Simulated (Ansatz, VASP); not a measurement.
**Two plane-wave programs on AgCl**

```
Ag Cl
1.0
     0.00000    2.86073    2.86073
     2.86073    0.00000    2.86073
     2.86073    2.86073    0.00000
Ag Cl
1 1
Direct
  0.00000 0.00000 0.00000
  0.50000 0.50000 0.50000
```

Alike in both runs: task single point; functional PBE; k mesh 6 × 6 × 6; no spin polarisation.

|  | VASP | Ansatz |
| --- | --- | --- |
| version | VASP 6.6.1 | Ansatz 0.2.0 |
| potentials or method | VASP PAW PBE potentials, release 64 (Ag, Cl) | plane waves, PAW |
| plane-wave cutoff (eV) | 500 | 420 |
| occupations | gaussian, width 0.01 eV | fixed |
| valence electrons in the cell | 18 | 26 |

Ansatz gave:

* gap on the k mesh at the Fermi level (eV): 0.95
* pressure (GPa): -2.1

Q: Estimate VASP's values.

A: gap on the k mesh at the Fermi level (eV): 0.95; pressure (GPa): -2.2.

VASP's potentials hold 18 valence electrons a cell and Ansatz's 26, so a difference there can come from the potentials and not from the codes.
